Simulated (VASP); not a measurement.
A run of VASP 6.6.1 is set up as follows.

Contents of INCAR:

```
SYSTEM = MnO2
  PREC = Accurate
  ENCUT = 520
  EDIFF = 1E-7
  ISMEAR = -1
  SIGMA = 0.1
  LREAL = .FALSE.
  LASPH = .TRUE.
  NELM = 150
  ALGO = Normal
  ISIF = 2
  LWAVE = .FALSE.
  LCHARG = .FALSE.
  ISPIN = 2
  MAGMOM = 4 0 0
  LORBIT = 11
  LMAXMIX = 4
  LDAU = .TRUE.
  LDAUTYPE = 1
  LDAUL = 2 -1
  LDAUU = 6.9 0
  LDAUJ = 0.9 0
  LDAUPRINT = 1
  GGA = PS
  NBANDS = 24
```

Contents of KPOINTS:

```
regular mesh
0
G
  12 12 12
  0 0 0
```

The input POSCAR:

```
MnO2
1.0
    1.4042195592      0.8107262144      4.5062232251
   -1.4042195592      0.8107262144      4.5062232251
    0.0000000000     -1.6214524287      4.5062232251
Mn O
1 2
Direct
    0.0000000000      0.0000000000      0.0000000000
    0.2643640000      0.2643640000      0.2643640000
    0.7356360000      0.7356360000      0.7356360000
```

Potentials or basis: VASP PAW PBE potentials, release 64 (Mn_pv, O).

Run with:

```sh
$ cat potpaw_PBE.64/Mn_pv/POTCAR potpaw_PBE.64/O/POTCAR > POTCAR
$ mpirun -np 1 vasp_std > vasp.out
```

**Question.** Predict the pressure.

**Answer.** 17.1 GPa.

**Question.** Predict the net moment.

**Answer.** 3.00 μB per cell.

Forces in eV/Å, atoms in the order of the input:
```
Mn   0.000  0.000  0.000
O    0.000  0.000 -1.037
O    0.000  0.000  1.037
```

Caveat: the stress differs along the axes, from 11 to 20 GPa; the PAW data sets were made with another functional, which shifts forces and pressure a little; a cell with one magnetic atom can't hold antiferromagnetic order, which such compounds often take. The state reached can hang on the start; a lower one may exist.
